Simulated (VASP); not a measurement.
# ZnAu (Pm-3m) in VASP: single point with PBEsol

Aim: the single point of ZnAu with PBEsol.

Everything below comes from runs of VASP 6.6.1. Logs are shortened: lines on timing, memory, paths and dates and some standing lists are left out, and cuts for length are marked.

**1. The cell of the first run**

Symmetry: Pm-3m, No. 221, cubic system. The conventional cell has a = 3.147 Å, b = 3.147 Å, c = 3.147 Å, α = 90.00°, β = 90.00°, γ = 90.00°. Zn (site symmetry m-3m) has 8 Au at 2.73 Å and 6 Zn at 3.15 Å within 3.6 Å. Within 3.6 Å of Au (site symmetry m-3m) lie 8 Zn at 2.73 Å and 6 Au at 3.15 Å.

**2. Single point, PBEsol**

INCAR

```
ALGO = Normal
EDIFF = 1E-7
ENCUT = 520
GGA = PS
ISIF = 2
ISMEAR = -1
LASPH = T
LCHARG = T
LELF = T
LREAL = F
LVHAR = T
LWAVE = F
NBANDS = 18
NELM = 60
PREC = Accurate
SIGMA = 0.05
```

KPOINTS

```
k-points
0
Gamma
  10 10 10
```

POSCAR

```
ZnAu
1.0
    3.1470000000      0.0000000000      0.0000000000
    0.0000000000      3.1470000000      0.0000000000
    0.0000000000      0.0000000000      3.1470000000
Zn Au
1 1
Direct
    0.5000000000      0.5000000000      0.5000000000
    0.0000000000      0.0000000000      0.0000000000
```

Potentials or basis: VASP PAW PBE potentials, release 64 (Zn, Au).

Launch:

```sh
$ cat potpaw_PBE.64/Zn/POTCAR potpaw_PBE.64/Au/POTCAR > POTCAR
$ mpirun -np 1 vasp_std > vasp.out
```

OUTCAR:

```text
EDIFF = 1E-7
   ENCUT = 520
   GGA = PS
   ISIF = 2
   ISMEAR = -1
   LASPH = T
   LREAL = F
   NELM = 60
   PREC = Accurate

 ion  position               nearest neighbor table
   1  0.500  0.500  0.500-   2 2.73   2 2.73   2 2.73   2 2.73   2 2.73   2 2.73   2 2.73   2 2.73

   2  0.000  0.000  0.000-   1 2.73   1 2.73   1 2.73   1 2.73   1 2.73   1 2.73   1 2.73   1 2.73

  LATTYP: Found a simple cubic cell.
 ALAT       =     3.1470000000

  Lattice vectors:

 A1 = (   3.1470000000,   0.0000000000,   0.0000000000)
 A2 = (   0.0000000000,   3.1470000000,   0.0000000000)
 A3 = (   0.0000000000,   0.0000000000,   3.1470000000)

Analysis of symmetry for initial positions (statically):
=====================================================================
 Subroutine PRICEL returns:
 Original cell was already a primitive cell.

 Routine SETGRP: Setting up the symmetry group for a
 simple cubic supercell.

 Subroutine GETGRP returns: Found 48 space group operations
 (whereof 48 operations were pure point group operations)
 out of a pool of 48 trial point group operations.

The static configuration has the point symmetry O_h .

Analysis of symmetry for dynamics (positions and initial velocities):
=====================================================================
 Subroutine PRICEL returns:
 Original cell was already a primitive cell.

 Routine SETGRP: Setting up the symmetry group for a
 simple cubic supercell.

 Subroutine GETGRP returns: Found 48 space group operations
 (whereof 48 operations were pure point group operations)
 out of a pool of 48 trial point group operations.

The dynamic configuration has the point symmetry O_h .

 Subroutine INISYM returns: Found 48 space group operations
 (whereof 48 operations are pure point group operations),
 and found     1 'primitive' translations

----------------------------------------------------------------------------------------

                                     Primitive cell

  volume of cell :      31.1667

  direct lattice vectors                    reciprocal lattice vectors
     3.147000000  0.000000000  0.000000000     0.317762949  0.000000000  0.000000000
     0.000000000  3.147000000  0.000000000     0.000000000  0.317762949  0.000000000
     0.000000000  0.000000000  3.147000000     0.000000000  0.000000000  0.317762949

  length of vectors
     3.147000000  3.147000000  3.147000000     0.317762949  0.317762949  0.317762949

  position of ions in fractional coordinates (direct lattice)
     0.500000000  0.500000000  0.500000000
     0.000000000  0.000000000  0.000000000

  ion indices of the primitive-cell ions
   primitive index   ion index
                 1           1
                 2           2

----------------------------------------------------------------------------------------

 KPOINTS: k-points

Automatic generation of k-mesh.
 Grid dimensions read from file:
 generate k-points for:   10   10   10

 Generating k-lattice:

  Cartesian coordinates                     Fractional coordinates (reciprocal lattice)
     0.031776295  0.000000000  0.000000000     0.100000000  0.000000000  0.000000000
     0.000000000  0.031776295  0.000000000     0.000000000  0.100000000  0.000000000
     0.000000000  0.000000000  0.031776295     0.000000000  0.000000000  0.100000000

  Length of vectors
     0.031776295  0.031776295  0.031776295

  Shift w.r.t. Gamma in fractional coordinates (k-lattice)
     0.000000000  0.000000000  0.000000000

 Subroutine IBZKPT returns following result:
 ===========================================

 Found     56 irreducible k-points:

 Following reciprocal coordinates:
            Coordinates               Weight
  0.000000  0.000000  0.000000      1.000000
  0.100000  0.000000  0.000000      6.000000
  0.200000  0.000000  0.000000      6.000000
  0.300000  0.000000  0.000000      6.000000
  0.400000  0.000000  0.000000      6.000000
  0.500000  0.000000  0.000000      3.000000
[... 16 lines left out ...]
  0.200000  0.100000  0.100000     24.000000
  0.300000  0.100000  0.100000     24.000000
 [... further k-points ...]
   k-points           NKPTS =     56   k-points in BZ     NKDIM =     56   number of bands    NBANDS=     18
   number of dos      NEDOS =    301   number of ions     NIONS =      2
   total plane-waves  NPLWV =  13824
   dimension x,y,z NGX =    24 NGY =   24 NGZ =   24
   dimension x,y,z NGXF=    48 NGYF=   48 NGZF=   48
   ions per type =               1   1
   NGX,Y,Z   is equivalent  to a cutoff of  12.68, 12.68, 12.68 a.u.
   NGXF,Y,Z  is equivalent  to a cutoff of  25.36, 25.36, 25.36 a.u.
 SYSTEM =  unknown system
   PREC   = accura    normal or accurate (medium, high low for compatibility)
   ISTART =      0    job   : 0-new  1-cont  2-samecut
   ICHARG =      2    charge: 1-file 2-atom 10-const
   ISPIN  =      1    spin polarized calculation?
   LNONCOLLINEAR =      F non collinear calculations
   LSORBIT =      F    spin-orbit coupling
   LASPH  =      T    aspherical Exc in radial PAW
   ENCUT  =  520.0 eV  38.22 Ry    6.18 a.u.   5.85  5.85  5.85*2*pi/ulx,y,z
   NELM   =     60;   NELMIN=  2; NELMDL= -5     # of ELM steps
   EDIFF  = 0.1E-06   stopping-criterion for ELM
   LREAL  =      F    real-space projection
   EDIFFG = 0.1E-05   stopping-criterion for IOM
   NSW    =      0    number of steps for IOM
   IBRION =     -1    ionic relax: 0-MD 1-quasi-New 2-CG
   NFREE  =      0    steps in history (QN), initial steepest desc. (CG)
   ISIF   =      2    stress and relaxation
   ISYM   =      2    0-nonsym 1-usesym 2-fastsym
   POTIM  = 0.5000    time-step for ionic-motion
   TEBEG  =    0.0;   TEEND  =   0.0 temperature during run
   PSTRESS=    0.0 pullay stress
   NELECT =      23.0000    total number of electrons
   NUPDOWN=      -1.0000    fix difference up-down
   EMIN   =  10.00;   EMAX   =-10.00  energy-range for DOS
   EFERMI =   0.00;   METHOD = LEGACY
   ISMEAR =    -1;   SIGMA  =   0.05  broadening in eV -4-tet -1-fermi 0-gaus
   EFERMI_NEDOS =   21; number of points for ismear=-14 and -15
   IALGO  =     38    algorithm
   IMIX   =      4    mixing-type and parameters
     AMIX     =   0.40;   BMIX     =  1.00
     AMIX_MAG =   1.60;   BMIX_MAG =  1.00
  volume/ion in A,a.u.               =      15.58       105.16
  Fermi-wavevector in a.u.,A,eV,Ry     =   1.479406  2.795672 29.778283  2.188642
  Thomas-Fermi vector in A             =   2.593568
   LORBIT       =      0    0 simple, 1 ext, 2 COOP (PROOUT), +10 PAW based schemes
   GGA     = PS    functional components
   LHFCALC =     F    Hartree Fock is set to
   AEXX    =    0.0000 exact exchange contribution
   IVDW    =     0    specifies the selected vdW correction
   LEPSILON=     F    determine dielectric tensor
   LRPA    =     F    only Hartree local field effects (RPA)
 non-spin polarized calculation
  energy-cutoff  :      520.00
  volume of cell :       31.17
 maximum number of plane-waves:       862
 NGX is ok and might be reduce to    24
   NGX = 11   NGY = 11   NGZ = 11

 number of electron      23.0000000 magnetization

 Free energy of the ion-electron system (eV)
  ---------------------------------------------------
  ext. energy  EPLUGINS =         0.00000000
  ---------------------------------------------------
  free energy    TOTEN  =        -5.95332723 eV

  energy without entropy =       -5.94953695  energy(sigma->0) =       -5.95143209

 E-fermi :   6.9129     XC(G=0): -12.5356

 val. band max:        6.7215148996   @ k =   0.5000   0.5000   0.2000
 cond. band min:       6.9233232536   @ k =   0.3000   0.1000   0.1000
 fundamental gap:      0.2018083540
 Fermi energy:         6.9129034614

 k-point     1 :       0.0000    0.0000    0.0000
  band No.  band energies     occupation
      1      -3.7513      2.00000
      2      -1.1879      2.00000
      3      -1.1879      2.00000
      4      -0.4858      2.00000
      5      -0.4858      2.00000
      6      -0.4858      2.00000
[... 10 lines left out ...]
     17      19.0328      0.00000
     18      25.2113      0.00000

 k-point     2 :       0.1000    0.0000    0.0000
  band No.  band energies     occupation
      1      -3.5739      2.00000
      2      -1.1484      2.00000
      3      -1.1351      2.00000
      4      -0.4878      2.00000
      5      -0.4878      2.00000
      6      -0.4709      2.00000
[... 10 lines left out ...]
     17      19.8674      0.00000
     18      25.0401      0.00000

 k-point     3 :       0.2000    0.0000    0.0000
  band No.  band energies     occupation
      1      -3.0572      2.00000
      2      -1.0397      2.00000
      3      -0.9989      2.00000
      4      -0.4917      2.00000
      5      -0.4917      2.00000
      6      -0.4312      2.00000
[... 10 lines left out ...]
     17      22.2538      0.00000
     18      24.2540      0.00000

 k-point     4 :       0.3000    0.0000    0.0000
  band No.  band energies     occupation
      1      -2.2575      2.00000
      2      -0.8917      2.00000
      3      -0.8351      2.00000
      4      -0.4931      2.00000
      5      -0.4931      2.00000
      6      -0.3807      2.00000
[... 10 lines left out ...]
     17      22.1368      0.00000
     18      22.2660      0.00000

 k-point     5 :       0.4000    0.0000    0.0000
  band No.  band energies     occupation
      1      -1.3296      2.00000
      2      -0.7571      2.00000
      3      -0.7049      2.00000
      4      -0.4911      2.00000
      5      -0.4911      2.00000
      6      -0.3388      2.00000
[... 10 lines left out ...]
     17      20.1155      0.00000
     18      20.1155      0.00000

 k-point     6 :       0.5000    0.0000    0.0000
  band No.  band energies     occupation
      1      -0.8106      2.00000
      2      -0.7010      2.00000
      3      -0.6378      2.00000
      4      -0.4894      2.00000
      5      -0.4894      2.00000
      6      -0.3224      2.00000
[... 307 lines left out ...]
 k-point    21 :       0.5000    0.5000    0.0000
  band No.  band energies     occupation
      1      -1.3851      2.00000
      2      -1.3346      2.00000
      3      -0.8265      2.00000
      4      -0.8265      2.00000
      5      -0.1491      2.00000
      6       0.5229      2.00000
[... 10 lines left out ...]
     17      19.5686      0.00000
     18      22.5911      0.00000

 k-point    22 :       0.1000    0.1000    0.1000
  band No.  band energies     occupation
      1      -3.2279      2.00000
      2      -1.0556      2.00000
      3      -1.0556      2.00000
      4      -0.5192      2.00000
      5      -0.5192      2.00000
      6      -0.4103      2.00000
[... 10 lines left out ...]
     17      19.8423      0.00000
     18      24.1142      0.00000

 k-point    23 :       0.2000    0.1000    0.1000
  band No.  band energies     occupation
      1      -2.7335      2.00000
      2      -0.9664      2.00000
      3      -0.9244      2.00000
      4      -0.5468      2.00000
      5      -0.5290      2.00000
      6      -0.3829      2.00000
[... 10 lines left out ...]
     17      22.0153      0.00000
     18      22.2132      0.00000

 k-point    24 :       0.3000    0.1000    0.1000
  band No.  band energies     occupation
      1      -1.9946      2.00000
      2      -0.8470      2.00000
      3      -0.7793      2.00000
      4      -0.5399      2.00000
      5      -0.5265      2.00000
      6      -0.3735      2.00000
[... 10 lines left out ...]
     17      19.9339      0.00000
     18      21.7119      0.00000

 [... further k-points ...]
[... 5 lines left out ...]
  --------------------------------------------------------------------------------------
  -------------------------------------------------------------------------------------
  Total       -0.4617637     -0.4617637     -0.4617637      0.0000000      0.0000000     -0.0000000
  in kB      -23.7377814    -23.7377814    -23.7377814      0.0000000      0.0000000     -0.0000000
  external PRESSURE =     -23.7377814 kB  Pullay stress =       0.0000000 kB

 VOLUME and BASIS-vectors are now :
 -----------------------------------------------------------------------------
  energy-cutoff  :      520.00
  volume of cell :       31.17
      direct lattice vectors                 reciprocal lattice vectors
     3.147000000  0.000000000  0.000000000     0.317762949  0.000000000  0.000000000
     0.000000000  3.147000000  0.000000000     0.000000000  0.317762949  0.000000000
     0.000000000  0.000000000  3.147000000     0.000000000  0.000000000  0.317762949

 POSITION                                       TOTAL-FORCE (eV/Angst)
 -----------------------------------------------------------------------------------
      1.57350      1.57350      1.57350         0.000000      0.000000      0.000000
      0.00000      0.00000      0.00000         0.000000      0.000000      0.000000
 -----------------------------------------------------------------------------------
    total drift:                                0.000000      0.000000     -0.000000

  FREE ENERGIE OF THE ION-ELECTRON SYSTEM (eV)
  ---------------------------------------------------
  free  energy   TOTEN  =        -5.9533272319 eV

  energy  without entropy=       -5.9495369486  energy(sigma->0) =       -5.95143209
```

It took 13 s on 1 thread of Intel Xeon Platinum 8488C (Sapphire Rapids), shared host; peak memory 0.16 GiB.

What came out:

| Quantity | Value |
| --- | --- |
| Free energy | -5.9533 eV |
| Pressure | -2.4 GPa |
| Band gap on the k mesh | zero (an odd number of electrons rules out a gap without spin polarisation) |

Caveat: the PAW data sets were made with another functional, which shifts forces and pressure a little; spin-orbit coupling is left out, which moves the levels of the heavy elements.

The gap in the log of VASP goes by the Fermi energy; the results here count the filled bands.